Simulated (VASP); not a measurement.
# Hf6F (P-31c) in VASP: single point with PBE

Aim: the single point of Hf6F with PBE.

Program: VASP 6.6.1. These are calculated values, not measurements. Logs are shortened: lines on timing, memory, paths and dates and some standing lists are left out, and cuts for length are marked.

## Step 1: The cell of the first run

Symmetry: P-31c, No. 163, trigonal system. Conventional cell: a = 5.619 Å, b = 5.619 Å, c = 10.349 Å, α = 90.00°, β = 90.00°, γ = 120.00°. Within 3.4 Å of Hf (site symmetry 1) lie 1 F at 2.38 Å and 12 Hf at 3.06 to 3.37 Å. F (site symmetry 32) has 6 Hf at 2.38 Å within 3.1 Å.

## Step 2: Single point, PBE (with an interstitial atom)

INCAR

```
ALGO = Normal ; EDIFF = 1E-6
ENCUT = 520 ; GGA = PE
ISIF = 2 ; ISMEAR = 0
LASPH = True ; LCHARG = False
LREAL = False ; LWAVE = False
NBANDS = 80 ; NELM = 80
PREC = Accurate ; SIGMA = 0.2
```

KPOINTS

```
k-points
0
Gamma
  4 4 2
```

POSCAR

```
Hf6F
1.0
    5.6189831488      0.0000000000      0.0000000000
   -2.8094915744      4.8661821503      0.0000000000
    0.0000000000      0.0000000000     10.3490993174
Hf F
12 2
Direct
    0.6645191346      0.6785466049      0.6178169153
    1.0140274703      0.6785466049      0.8821830847
    1.0140274703      0.3354808654      0.6178169153
    0.3214533951      0.3354808654      0.8821830847
    0.6645191346     -0.0140274703      0.8821830847
    0.3214533951     -0.0140274703      0.6178169153
    0.3354808654      1.0140274703      0.1178169153
   -0.0140274703      0.6645191346      0.3821830847
    0.6785466049      1.0140274703      0.3821830847
   -0.0140274703      0.3214533951      0.1178169153
    0.3354808654      0.3214533951      0.3821830847
    0.6785466049      0.6645191346      0.1178169153
    0.6666666667      0.3333333333      0.7500000000
    0.3333333333      0.6666666667      0.2500000000
```

Potentials or basis: VASP PAW PBE potentials, release 64 (Hf_pv, F).

Command:

```
> cat potpaw_PBE.64/Hf_pv/POTCAR potpaw_PBE.64/F/POTCAR > POTCAR
> mpirun -np 1 vasp_std > vasp.out
```

OUTCAR:

```text
EDIFF = 1E-6
   ENCUT = 520
   GGA = PE
   ISIF = 2
   ISMEAR = 0
   LASPH = True
   LREAL = False
   NELM = 80
   PREC = Accurate

 ion  position               nearest neighbor table
   1  0.665  0.679  0.618-  13 2.38   8 3.06   9 3.06  11 3.11   6 3.17   3 3.17   6 3.20   3 3.20
                             5 3.24   4 3.35   2 3.37   3 3.37   6 3.37
   2  0.014  0.679  0.882-  13 2.38  12 3.06   7 3.06  10 3.11   5 3.17   4 3.17   5 3.20   4 3.20
                             6 3.24   3 3.35   1 3.37   4 3.37   5 3.37
   3  0.014  0.335  0.618-  13 2.38  11 3.06   9 3.06   8 3.11   1 3.17   6 3.17   6 3.20   1 3.20
                             4 3.24   2 3.35   5 3.37   1 3.37   6 3.37
   4  0.321  0.335  0.882-  13 2.38  10 3.06   7 3.06  12 3.11   2 3.17   5 3.17   5 3.20   2 3.20
                             3 3.24   1 3.35   6 3.37   2 3.37   5 3.37
   5  0.665  0.986  0.882-  13 2.38  12 3.06  10 3.06   7 3.11   2 3.17   4 3.17   2 3.20   4 3.20
                             1 3.24   6 3.35   3 3.37   4 3.37   2 3.37
   6  0.321  0.986  0.618-  13 2.38   8 3.06  11 3.06   9 3.11   1 3.17   3 3.17   1 3.20   3 3.20
                             2 3.24   5 3.35   4 3.37   3 3.37   1 3.37
   7  0.335  0.014  0.118-  14 2.38   4 3.06   2 3.06   5 3.11  10 3.17  12 3.17  10 3.20  12 3.20
                            11 3.24   9 3.35   8 3.37  12 3.37  10 3.37
   8  0.986  0.665  0.382-  14 2.38   1 3.06   6 3.06   3 3.11  11 3.17   9 3.17   9 3.20  11 3.20
                            12 3.24  10 3.35   7 3.37  11 3.37   9 3.37
   9  0.679  0.014  0.382-  14 2.38   3 3.06   1 3.06   6 3.11  11 3.17   8 3.17  11 3.20   8 3.20
                            10 3.24   7 3.35  12 3.37   8 3.37  11 3.37
  10  0.986  0.321  0.118-  14 2.38   4 3.06   5 3.06   2 3.11   7 3.17  12 3.17   7 3.20  12 3.20
                             9 3.24   8 3.35  11 3.37  12 3.37   7 3.37
  11  0.335  0.321  0.382-  14 2.38   3 3.06   6 3.06   1 3.11   9 3.17   8 3.17   9 3.20   8 3.20
                             7 3.24  12 3.35  10 3.37   8 3.37   9 3.37
  12  0.679  0.665  0.118-  14 2.38   2 3.06   5 3.06   4 3.11  10 3.17   7 3.17   7 3.20  10 3.20
                             8 3.24  11 3.35   9 3.37  10 3.37   7 3.37
  13  0.667  0.333  0.750-   3 2.38   5 2.38   2 2.38   6 2.38   4 2.38   1 2.38
  14  0.333  0.667  0.250-   8 2.38   7 2.38  10 2.38   9 2.38  12 2.38  11 2.38

  LATTYP: Found a hexagonal cell.
 ALAT       =     5.6189831488
 C/A-ratio  =     1.8418099936

  Lattice vectors:

 A1 = (   5.6189831488,   0.0000000000,   0.0000000000)
 A2 = (  -2.8094915744,   4.8661821503,   0.0000000000)
 A3 = (   0.0000000000,   0.0000000000,  10.3490993174)

Analysis of symmetry for initial positions (statically):
=====================================================================
 Subroutine PRICEL returns:
 Original cell was already a primitive cell.

 Routine SETGRP: Setting up the symmetry group for a
 hexagonal supercell.

 Subroutine GETGRP returns: Found 12 space group operations
 (whereof  6 operations were pure point group operations)
 out of a pool of 24 trial point group operations.

The static configuration has the point symmetry S_6 .
 The point group associated with its full space group is D_3d.

Analysis of symmetry for dynamics (positions and initial velocities):
=====================================================================
 Subroutine PRICEL returns:
 Original cell was already a primitive cell.

 Routine SETGRP: Setting up the symmetry group for a
 hexagonal supercell.

 Subroutine GETGRP returns: Found 12 space group operations
 (whereof  6 operations were pure point group operations)
 out of a pool of 24 trial point group operations.

The dynamic configuration has the point symmetry S_6 .
 The point group associated with its full space group is D_3d.

 Subroutine INISYM returns: Found 12 space group operations
 (whereof  6 operations are pure point group operations),
 and found     1 'primitive' translations

----------------------------------------------------------------------------------------

                                     Primitive cell

  volume of cell :     282.9754

  direct lattice vectors                    reciprocal lattice vectors
     5.618983149  0.000000000  0.000000000     0.177968144  0.102749956  0.000000000
    -2.809491574  4.866182150  0.000000000     0.000000000  0.205499911  0.000000000
     0.000000000  0.000000000 10.349099317     0.000000000  0.000000000  0.096626766

[... 52 lines left out ...]
     0.051374978  0.051374978  0.048313383

  Shift w.r.t. Gamma in fractional coordinates (k-lattice)
     0.000000000  0.000000000  0.000000000

 Subroutine IBZKPT returns following result:
 ===========================================

 Found      8 irreducible k-points:

 Following reciprocal coordinates:
            Coordinates               Weight
  0.000000  0.000000  0.000000      1.000000
  0.250000  0.000000  0.000000      6.000000
  0.500000  0.000000  0.000000      3.000000
  0.250000  0.250000  0.000000      6.000000
  0.000000  0.000000  0.500000      1.000000
  0.250000  0.000000  0.500000      6.000000
  0.500000  0.000000  0.500000      3.000000
  0.250000  0.250000  0.500000      6.000000
   k-points           NKPTS =      8   k-points in BZ     NKDIM =      8   number of bands    NBANDS=     80
   number of dos      NEDOS =    301   number of ions     NIONS =     14
   total plane-waves  NPLWV = 141120
   dimension x,y,z NGX =    42 NGY =   42 NGZ =   80
   dimension x,y,z NGXF=    84 NGYF=   84 NGZF=  160
   ions per type =              12   2
   NGX,Y,Z   is equivalent  to a cutoff of  12.43, 12.43, 12.85 a.u.
   NGXF,Y,Z  is equivalent  to a cutoff of  24.85, 24.85, 25.70 a.u.
 SYSTEM =  unknown system
   PREC   = accura    normal or accurate (medium, high low for compatibility)
   ISTART =      0    job   : 0-new  1-cont  2-samecut
   ICHARG =      2    charge: 1-file 2-atom 10-const
   ISPIN  =      1    spin polarized calculation?
   LNONCOLLINEAR =      F non collinear calculations
   LSORBIT =      F    spin-orbit coupling
   LASPH  =      T    aspherical Exc in radial PAW
   ENCUT  =  520.0 eV  38.22 Ry    6.18 a.u.  10.45 10.45 19.24*2*pi/ulx,y,z
   NELM   =     80;   NELMIN=  2; NELMDL= -5     # of ELM steps
   EDIFF  = 0.1E-05   stopping-criterion for ELM
   LREAL  =      F    real-space projection
   EDIFFG = 0.1E-04   stopping-criterion for IOM
   NSW    =      0    number of steps for IOM
   IBRION =     -1    ionic relax: 0-MD 1-quasi-New 2-CG
   NFREE  =      0    steps in history (QN), initial steepest desc. (CG)
   ISIF   =      2    stress and relaxation
   ISYM   =      2    0-nonsym 1-usesym 2-fastsym
   POTIM  = 0.5000    time-step for ionic-motion
   TEBEG  =    0.0;   TEEND  =   0.0 temperature during run
   PSTRESS=    0.0 pullay stress
   NELECT =     134.0000    total number of electrons
   NUPDOWN=      -1.0000    fix difference up-down
   EMIN   =  10.00;   EMAX   =-10.00  energy-range for DOS
   EFERMI =   0.00;   METHOD = LEGACY
   ISMEAR =     0;   SIGMA  =   0.20  broadening in eV -4-tet -1-fermi 0-gaus
   EFERMI_NEDOS =   21; number of points for ismear=-14 and -15
   IALGO  =     38    algorithm
   IMIX   =      4    mixing-type and parameters
     AMIX     =   0.40;   BMIX     =  1.00
     AMIX_MAG =   1.60;   BMIX_MAG =  1.00
  volume/ion in A,a.u.               =      20.21       136.40
  Fermi-wavevector in a.u.,A,eV,Ry     =   1.276028  2.411343 22.153653  1.628248
  Thomas-Fermi vector in A             =   2.408707
   LORBIT       =      0    0 simple, 1 ext, 2 COOP (PROOUT), +10 PAW based schemes
   GGA     = PE    functional components
   LHFCALC =     F    Hartree Fock is set to
   AEXX    =    0.0000 exact exchange contribution
   IVDW    =     0    specifies the selected vdW correction
   LEPSILON=     F    determine dielectric tensor
   LRPA    =     F    only Hartree local field effects (RPA)
 non-spin polarized calculation
 Gauss-broadening in eV      SIGMA  =   0.20
  energy-cutoff  :      520.00
  volume of cell :      282.98
 maximum number of plane-waves:      7659
 NGX is ok and might be reduce to    42
   NGX = 21   NGY = 21   NGZ = 39

 number of electron     134.0000040 magnetization

 Free energy of the ion-electron system (eV)
  ---------------------------------------------------
  ext. energy  EPLUGINS =         0.00000000
  ---------------------------------------------------
  free energy    TOTEN  =      -129.82196879 eV

  energy without entropy =     -129.58412891  energy(sigma->0) =     -129.70304885

 E-fermi :   5.1926     XC(G=0): -11.3042

 val. band max:        5.1701082471   @ k =   0.2500   0.0000   0.0000
 cond. band min:       5.2102203775   @ k =   0.5000   0.0000   0.5000
 fundamental gap:      0.0401121304
 Fermi energy:         5.1926344389

 k-point     1 :       0.0000    0.0000    0.0000
  band No.  band energies     occupation
      1     -26.2519      2.00000
      2     -26.0875      2.00000
      3     -25.9797      2.00000
      4     -25.9797      2.00000
      5     -25.9086      2.00000
      6     -25.9086      2.00000
[... 645 lines left out ...]
     78       6.4598      0.00000
     79       6.6808      0.00000
 [bands above 79 left out]

------------------------ aborting loop because EDIFF is reached ----------------------------------------

  FORCE on cell =-STRESS in cart. coord.  units (eV):
  Direction    XX          YY          ZZ          XY          YZ          ZX
  --------------------------------------------------------------------------------------
  -------------------------------------------------------------------------------------
  Total       -1.0202475     -1.0202475     -1.2468925      0.0000000      0.0000000      0.0000000
  in kB       -5.7765360     -5.7765360     -7.0597764      0.0000000      0.0000000      0.0000000
  external PRESSURE =      -6.2042828 kB  Pullay stress =       0.0000000 kB

 VOLUME and BASIS-vectors are now :
 -----------------------------------------------------------------------------
  energy-cutoff  :      520.00
  volume of cell :      282.98
      direct lattice vectors                 reciprocal lattice vectors
     5.618983149  0.000000000  0.000000000     0.177968144  0.102749956  0.000000000
    -2.809491574  4.866182150  0.000000000     0.000000000  0.205499911  0.000000000
     0.000000000  0.000000000 10.349099317     0.000000000  0.000000000  0.096626766

 POSITION                                       TOTAL-FORCE (eV/Angst)
 -----------------------------------------------------------------------------------
      1.82755      3.30193      6.39385         0.024743     -0.045555      0.014913
     -1.82755      3.30193      9.12980        -0.024743     -0.045555     -0.014913
     -0.86371      1.63251      6.39385        -0.051824      0.001350      0.014913
      0.86371      1.63251      9.12980         0.051824      0.001350     -0.014913
      0.96384      4.79792      9.12980        -0.027081      0.044206     -0.014913
     -0.96384      4.79792      6.39385         0.027081      0.044206      0.014913
      1.84565      0.06826      1.21930         0.027081     -0.044206      0.014913
      3.67320      3.23367      3.95525         0.051824     -0.001350     -0.014913
      3.77333      0.06826      3.95525        -0.027081     -0.044206     -0.014913
      4.63704      1.56425      1.21930         0.024743      0.045555      0.014913
      0.98194      1.56425      3.95525        -0.024743      0.045555     -0.014913
      1.94578      3.23367      1.21930        -0.051824     -0.001350      0.014913
      2.80949      1.62206      7.76182        -0.000000      0.000000     -0.000000
     -0.00000      3.24412      2.58727        -0.000000      0.000000     -0.000000
 -----------------------------------------------------------------------------------
    total drift:                                0.000000     -0.000000      0.000000

  FREE ENERGIE OF THE ION-ELECTRON SYSTEM (eV)
  ---------------------------------------------------
  free  energy   TOTEN  =      -129.8219687893 eV

  energy  without entropy=     -129.5841289070  energy(sigma->0) =     -129.70304885
```

Wall time 1.9 min (1 thread of Intel Xeon 6975P-C (Granite Rapids), shared host); peak memory 0.43 GiB.

What came out:

| Item | Value |
| --- | --- |
| Free energy | -129.8220 eV |
| Pressure | -0.6 GPa |
| Largest force | 0.054 eV/Å |
| Band gap on the k mesh | zero (bands 67 and 68 overlap by 0.33 eV) |

Forces on the atoms (eV/Å):
```
Hf   0.025 -0.046  0.015
Hf  -0.025 -0.046 -0.015
Hf  -0.052  0.001  0.015
Hf   0.052  0.001 -0.015
Hf  -0.027  0.044 -0.015
Hf   0.027  0.044  0.015
Hf   0.027 -0.044  0.015
Hf   0.052 -0.001 -0.015
Hf  -0.027 -0.044 -0.015
Hf   0.025  0.046  0.015
Hf  -0.025  0.046 -0.015
Hf  -0.052 -0.001  0.015
F    0.000  0.000  0.000
F    0.000  0.000  0.000
```

Stress tensor (GPa, compression positive):
```
-0.58  0.00  0.00
 0.00 -0.58  0.00
 0.00  0.00 -0.71
```

Levels at points of the mesh, in eV from the Fermi level:
```tsv
k point	band 64	band 65	band 66	band 67	band 68	band 69	band 70	band 71
(0.00, 0.00, 0.00)	-0.43	-0.43	-0.29	-0.24	-0.24	0.39	0.39	0.54
(0.50, 0.00, 0.00)	-0.91	-0.87	-0.75	-0.04	-0.03	0.10	0.11	0.37
(0.00, 0.00, 0.50)	-0.66	-0.09	-0.09	-0.09	-0.09	0.23	0.23	0.23
(0.50, 0.00, 0.50)	-1.05	-0.72	-0.72	0.02	0.02	0.49	0.49	0.60
```

Caveat: the cell differs from its parent crystal (with an interstitial atom); spin-orbit coupling is left out, which moves the levels of the heavy elements.
